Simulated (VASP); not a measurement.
# BN (Cmcm) in VASP: further runs

The runs below take BN through single point, with PBEsol.

Everything below comes from runs of VASP 6.6.1. Logs are shortened: lines on timing, memory, paths and dates and some standing lists are left out, and cuts for length are marked.

**1. The cell of the first run**

It takes space group Cmcm (No. 63, orthorhombic). Conventional cell: a = 2.404 Å, b = 4.511 Å, c = 6.661 Å, α = 90.00°, β = 90.00°, γ = 90.00°. Within 1.9 Å of B (site symmetry m2m) lie 3 N at 1.42 to 1.50 Å. Within 1.9 Å of N (site symmetry m2m) lie 3 B at 1.42 to 1.50 Å.

**2. Single point, PBEsol (strain -0.0400 x Voigt [1, -1, 0, 0, 0, 0])**

The input, INCAR:

```
  ALGO = Normal
  EDIFF = 1E-6
  ENCUT = 520
  GGA = PS
  ISIF = 2
  ISMEAR = 0
  LASPH = True
  LCHARG = True
  LELF = True
  LREAL = False
  LVHAR = True
  LWAVE = False
  NBANDS = 16
  NELM = 100
  PREC = Accurate
  SIGMA = 0.05
```

The input, KPOINTS:

```
k-points
0
Gamma
  12 12 4
```

The input, POSCAR:

```
BN
1.0
    2.4038320361      0.0000000000      0.0000000000
   -1.2019160181      2.2552612439      0.0000000000
    0.0000000000      0.0000000000      6.6612000000
B N
2 2
Direct
    0.3333333333      0.6666666667      0.2500000000
    0.6666666667      0.3333333333      0.7500000000
    0.3333333333      0.6666666667      0.7500000000
    0.6666666667      0.3333333333      0.2500000000
```

Potentials or basis: VASP PAW PBE potentials, release 64 (B, N).

Run with:

```sh
$ cat potpaw_PBE.64/B/POTCAR potpaw_PBE.64/N/POTCAR > POTCAR
$ mpirun -np 1 vasp_std > vasp.out
```

OUTCAR:

```text
EDIFF = 1E-6
   ENCUT = 520
   GGA = PS
   ISIF = 2
   ISMEAR = 0
   LASPH = True
   LREAL = False
   NELM = 100
   PREC = Accurate

 ion  position               nearest neighbor table
   1  0.333  0.667  0.250-   4 1.42   4 1.42   4 1.50
   2  0.667  0.333  0.750-   3 1.42   3 1.42   3 1.50
   3  0.333  0.667  0.750-   2 1.42   2 1.42   2 1.50
   4  0.667  0.333  0.250-   1 1.42   1 1.42   1 1.50

  LATTYP: Found a base centered orthorhombic cell.
 ALAT       =     2.4038320361
 B/A-ratio  =     1.8763883749
 C/A-ratio  =     2.7710754745

  Lattice vectors:

 A1 = (   1.2019160181,  -2.2552612439,   0.0000000000)
 A2 = (   1.2019160180,   2.2552612439,   0.0000000000)
 A3 = (   0.0000000000,   0.0000000000,   6.6612000000)

Analysis of symmetry for initial positions (statically):
=====================================================================
 Subroutine PRICEL returns:
 Original cell was already a primitive cell.

 Routine SETGRP: Setting up the symmetry group for a
 base centered orthorhombic supercell.

 Subroutine GETGRP returns: Found  8 space group operations
 (whereof  4 operations were pure point group operations)
 out of a pool of  8 trial point group operations.

The static configuration has the point symmetry C_2h.
 The point group associated with its full space group is D_2h.

Analysis of symmetry for dynamics (positions and initial velocities):
=====================================================================
 Subroutine PRICEL returns:
 Original cell was already a primitive cell.

 Routine SETGRP: Setting up the symmetry group for a
 base centered orthorhombic supercell.

 Subroutine GETGRP returns: Found  8 space group operations
 (whereof  4 operations were pure point group operations)
 out of a pool of  8 trial point group operations.

The dynamic configuration has the point symmetry C_2h.
 The point group associated with its full space group is D_2h.

 Subroutine INISYM returns: Found  8 space group operations
 (whereof  4 operations are pure point group operations),
 and found     1 'primitive' translations

----------------------------------------------------------------------------------------

                                     Primitive cell

  volume of cell :      36.1122

[... 85 lines left out ...]
   ICHARG =      2    charge: 1-file 2-atom 10-const
   ISPIN  =      1    spin polarized calculation?
   LNONCOLLINEAR =      F non collinear calculations
   LSORBIT =      F    spin-orbit coupling
   LASPH  =      T    aspherical Exc in radial PAW
   ENCUT  =  520.0 eV  38.22 Ry    6.18 a.u.   4.47  4.75 12.39*2*pi/ulx,y,z
   NELM   =    100;   NELMIN=  2; NELMDL= -5     # of ELM steps
   EDIFF  = 0.1E-05   stopping-criterion for ELM
   LREAL  =      F    real-space projection
   EDIFFG = 0.1E-04   stopping-criterion for IOM
   NSW    =      0    number of steps for IOM
   IBRION =     -1    ionic relax: 0-MD 1-quasi-New 2-CG
   NFREE  =      0    steps in history (QN), initial steepest desc. (CG)
   ISIF   =      2    stress and relaxation
   ISYM   =      2    0-nonsym 1-usesym 2-fastsym
   POTIM  = 0.5000    time-step for ionic-motion
   TEBEG  =    0.0;   TEEND  =   0.0 temperature during run
   PSTRESS=    0.0 pullay stress
   NELECT =      16.0000    total number of electrons
   NUPDOWN=      -1.0000    fix difference up-down
   EMIN   =  10.00;   EMAX   =-10.00  energy-range for DOS
   EFERMI =   0.00;   METHOD = LEGACY
   ISMEAR =     0;   SIGMA  =   0.05  broadening in eV -4-tet -1-fermi 0-gaus
   EFERMI_NEDOS =   21; number of points for ismear=-14 and -15
   IALGO  =     38    algorithm
   IMIX   =      4    mixing-type and parameters
     AMIX     =   0.40;   BMIX     =  1.00
     AMIX_MAG =   1.60;   BMIX_MAG =  1.00
  volume/ion in A,a.u.               =       9.03        60.92
  Fermi-wavevector in a.u.,A,eV,Ry     =   1.248045  2.358464 21.192666  1.557617
  Thomas-Fermi vector in A             =   2.382150
   LORBIT       =      0    0 simple, 1 ext, 2 COOP (PROOUT), +10 PAW based schemes
   GGA     = PS    functional components
   LHFCALC =     F    Hartree Fock is set to
   AEXX    =    0.0000 exact exchange contribution
   IVDW    =     0    specifies the selected vdW correction
   LEPSILON=     F    determine dielectric tensor
   LRPA    =     F    only Hartree local field effects (RPA)
 non-spin polarized calculation
 Gauss-broadening in eV      SIGMA  =   0.05
  energy-cutoff  :      520.00
  volume of cell :       36.11
 maximum number of plane-waves:       996
 NGX is ok and might be reduce to    18
   NGX =  9   NGY =  9   NGZ = 25

 number of electron      16.0000000 magnetization

 Free energy of the ion-electron system (eV)
  ---------------------------------------------------
  ext. energy  EPLUGINS =         0.00000000
  ---------------------------------------------------
  free energy    TOTEN  =       -36.29595007 eV

  energy without entropy =      -36.29595007  energy(sigma->0) =      -36.29595007

 E-fermi :   2.4978     XC(G=0): -10.2870

 val. band max:        2.2721092970   @ k =   0.4167   0.2500   0.0000
 cond. band min:       6.0029329490   @ k =   0.0000   0.5000   0.0000
 fundamental gap:      3.7308236519
 Fermi energy:         2.4977780152

 k-point     1 :       0.0000    0.0000    0.0000
  band No.  band energies     occupation
      1     -15.6067      2.00000
      2     -15.3111      2.00000
      3      -4.1193      2.00000
      4      -1.9746      2.00000
      5       0.6161      2.00000
      6       0.6629      2.00000
[... 433 lines left out ...]
      3      -6.3377      2.00000
      4      -6.2753      2.00000
      5      -3.5421      2.00000
      6      -3.4613      2.00000
[... 8 lines left out ...]
     15      16.6548      0.00000
     16      19.8970      0.00000

 [... further k-points ...]
[... 5 lines left out ...]
  --------------------------------------------------------------------------------------
  -------------------------------------------------------------------------------------
  Total        7.5273441     -5.9198600      0.1582650      0.0000000     -0.0000000      0.0000000
  in kB      333.9634226   -262.6446573      7.0216969      0.0000000     -0.0000000      0.0000000
  external PRESSURE =      26.1134874 kB  Pullay stress =       0.0000000 kB

 VOLUME and BASIS-vectors are now :
 -----------------------------------------------------------------------------
  energy-cutoff  :      520.00
  volume of cell :       36.11
      direct lattice vectors                 reciprocal lattice vectors
     2.403832036  0.000000000  0.000000000     0.416002443  0.221703805  0.000000000
    -1.201916018  2.255261244  0.000000000     0.000000000  0.443407611  0.000000000
     0.000000000  0.000000000  6.661200000     0.000000000  0.000000000  0.150123101

 POSITION                                       TOTAL-FORCE (eV/Angst)
 -----------------------------------------------------------------------------------
     -0.00000      1.50351      1.66530        -0.000000      0.871327     -0.000000
      1.20192      0.75175      4.99590         0.000000     -0.871327     -0.000000
     -0.00000      1.50351      4.99590        -0.000000      0.884368      0.000000
      1.20192      0.75175      1.66530         0.000000     -0.884368      0.000000
 -----------------------------------------------------------------------------------
    total drift:                               -0.000000      0.000000     -0.000000

  FREE ENERGIE OF THE ION-ELECTRON SYSTEM (eV)
  ---------------------------------------------------
  free  energy   TOTEN  =       -36.2959500656 eV

  energy  without entropy=      -36.2959500656  energy(sigma->0) =      -36.29595007
```

Run time: 30 s. Hardware: 1 thread of Intel Xeon 6975P-C, shared host; peak memory 0.19 GiB.

What came out:

```
Free energy            : -36.2960 eV
Pressure               : 2.6 GPa
Largest force          : 0.884 eV/Å
Band gap on the k mesh : 3.73 eV, indirect (least direct gap 4.60 eV)
```

Forces in eV/Å, atoms in the order of the input:
```
B    0.000  0.871  0.000
B    0.000 -0.871  0.000
N    0.000  0.884  0.000
N    0.000 -0.884  0.000
```

Stress tensor (GPa, compression positive):
```
 33.40   0.00   0.00
  0.00 -26.26   0.00
  0.00   0.00   0.70
```

Levels at points of the mesh, in eV from the valence-band top:
```csv
k point,band 4,band 5,band 6,band 7,band 8,band 9,band 10,band 11,band 12,band 13
"(0.00, 0.00, 0.00)",-4.25,-1.66,-1.61,-1.11,-1.07,4.89,9.60,10.03,10.28,12.36
"(0.50, 0.00, 0.00)",-8.86,-4.57,-4.50,-1.27,-0.32,4.27,5.48,8.80,9.02,12.57
"(0.00, 0.50, 0.00)",-9.10,-3.38,-3.33,-2.09,-0.95,3.73,5.52,10.16,11.58,11.93
"(0.00, 0.00, 0.50)",-5.44,-1.63,-1.63,-1.09,-1.09,7.20,7.20,10.16,10.16,12.42
"(0.50, 0.00, 0.50)",-8.89,-4.54,-4.54,-0.77,-0.77,4.66,4.66,9.04,9.04,13.33
"(0.00, 0.50, 0.50)",-9.16,-3.35,-3.35,-1.52,-1.52,4.37,4.37,11.23,11.23,13.18
```

Caveat: the cell differs from its parent crystal (strain -0.0400 x Voigt [1, -1, 0, 0, 0, 0]); the PAW data sets were made with another functional, which shifts forces and pressure a little; this functional lacks dispersion, which binds the layers, so the pressure and a relaxed spacing across them are unreliable. A k mesh can miss the band edges.

(Part 1 of 2 ends here.)
